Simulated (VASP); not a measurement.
Set up this calculation in VASP 6.6.1, as the native input.

* Task: relaxation of cell and atoms
* Functional: PBE
* Potentials or basis: VASP PAW PBE potentials, release 64 (In_d, Sb)
* Cutoff: 600 eV
* k mesh: 9 × 9 × 9
* Occupations: fermi-dirac, width 0.05 eV
* Spin: no spin polarisation
* Dipole correction: no
* Further INCAR settings: ALGO = Normal; EDIFF = 1e-06; IBRION = 2; EDIFFG = -0.005; NSW = 100; ISIF = 3

The structure of InSb (zincblende type) lies in POSCAR:

```
InSb
1.0
    0.0000000000      3.2195088072      3.2195088072
    3.2195088072      0.0000000000      3.2195088072
    3.2195088072      3.2195088072      0.0000000000
In Sb
1 1
Direct
    0.0000000000      0.0000000000      0.0000000000
    0.2500000000      0.2500000000      0.2500000000
```

The input as run:

INCAR

```
PREC     = Accurate       # precision mode
ENCUT    = 600            # plane-wave cutoff, eV
EDIFF    = 1E-6           # SCF threshold, eV
ISMEAR   = -1             # smearing method
SIGMA    = 0.05           # smearing width, eV
LREAL    = F              # projectors in reciprocal space
LASPH    = T              # aspherical terms in the spheres
NELM     = 100            # most SCF steps
ALGO     = Normal         # electronic algorithm
ISIF     = 3              # what is computed and relaxed
LWAVE    = F              # write WAVECAR
LCHARG   = F              # write CHGCAR
GGA      = PE             # functional
IBRION   = 2              # ionic algorithm
NSW      = 100            # ionic steps
EDIFFG   = -0.005         # ionic threshold
```

KPOINTS

```
Automatic mesh
0
Gamma
  9 9 9
```

Potentials or basis: VASP PAW PBE potentials, release 64 (In_d, Sb).

Launch:

```sh
$ cat potpaw_PBE.64/In_d/POTCAR potpaw_PBE.64/Sb/POTCAR > POTCAR
$ mpirun -np 1 vasp_std > vasp.out
```

It gave:

- Relaxed volume: 36.49 Å³/atom
- Relaxed cell: a = 4.691 Å, b = 4.691 Å, c = 4.691 Å, α = 60.00°, β = 60.00°, γ = 60.00°
- Space group after relaxing (to 0.1 Å): F-43m (No. 216)
- Energy gained by relaxing: 36.9 meV/atom
- Ionic steps: 5
- Pressure after relaxing: 0.0 GPa
- Band gap on the k mesh: zero (filled and empty bands touch)

Caveat: semilocal functionals underestimate gaps, so a narrow gap can read as zero; spin-orbit coupling is left out, which moves the levels of the heavy elements.

Run time: 2.3 min on 1 thread of Intel Xeon 8259CL, on a shared host, peak memory 0.24 GiB.
